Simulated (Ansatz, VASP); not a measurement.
**KTaO3 in VASP and in Ansatz**

INCAR

```
PREC = Accurate
ENCUT = 700
EDIFF = 1E-6
ISMEAR = 0
SIGMA = 0.05
LREAL = False
LASPH = True
NELM = 120
ALGO = Normal
ISIF = 2
LWAVE = False
LCHARG = False
GGA = PS
NBANDS = 28
GGA_COMPAT = False
```

Contents of KPOINTS:

```
regular mesh
0
Gamma
  8 8 8
```

POSCAR

```
KTaO3
1.0
    3.7939217662      0.0000000000      0.0000000000
    0.0000000000      3.7939217662      0.0000000000
    0.0000000000      0.0000000000      4.2803025366
K Ta O
1 1 3
Direct
    0.5000000000      0.5000000000      0.5000000000
    0.0000000000      0.0000000000      0.0000000000
    0.5000000000      0.0000000000      0.0000000000
    0.0000000000      0.5000000000      0.0000000000
    0.0000000000      0.0000000000      0.5000000000
```

Input for Ansatz:

```yaml
crystal:
  lattice:
    - [3.7939217662, 0.0, 0.0]
    - [0.0, 3.7939217662, 0.0]
    - [0.0, 0.0, 4.2803025366]
  atoms:
    - { symbol: K, position: [0.5, 0.5, 0.5] }
    - { symbol: Ta, position: [0.0, 0.0, 0.0] }
    - { symbol: O, position: [0.5, 0.0, 0.0] }
    - { symbol: O, position: [0.0, 0.5, 0.0] }
    - { symbol: O, position: [0.0, 0.0, 0.5] }
basis:
  ecutwfc: 520.0
kpoints:
  mp_grid: { grid: [8, 8, 8] }
hamiltonian:
  xc: pbesol
  pseudopotentials: { kind: paw }
scf:
  occupations: { method: gaussian, width: 0.05 }
output:
  forces: true
  stress: true
  eigenvalues: true
```

Alike in both runs: task single point; functional PBEsol; k mesh 8 × 8 × 8; occupations gaussian, width 0.05 eV; no spin polarisation.

```csv
,VASP,Ansatz
version,VASP 6.6.1,Ansatz 0.2.0
potentials or method,"VASP PAW PBE potentials, release 64 (K_sv, Ta_sv_GW, O), cutoff 700 eV","scalar-relativistic, plane waves, PAW"
valence electrons in the cell,40,40
```

Ansatz gave:

```
gap on the k mesh at the Fermi level (eV)                     : 2.01
least direct gap on the mesh (eV)                             : 2.40
pressure (GPa)                                                : 11.6
traceless stress, the component that is largest in VASP (GPa) : -29.78
```

Which values does VASP return?

gap on the k mesh at the Fermi level (eV): 2.00; least direct gap on the mesh (eV): 2.40; pressure (GPa): 12.0; traceless stress, the component that is largest in VASP (GPa): -30.15.

VASP's potentials were made for PBE, not for PBEsol. The functional is the same, so the differences come from potentials, cutoffs and numerics.

Neither program's run includes spin-orbit coupling.
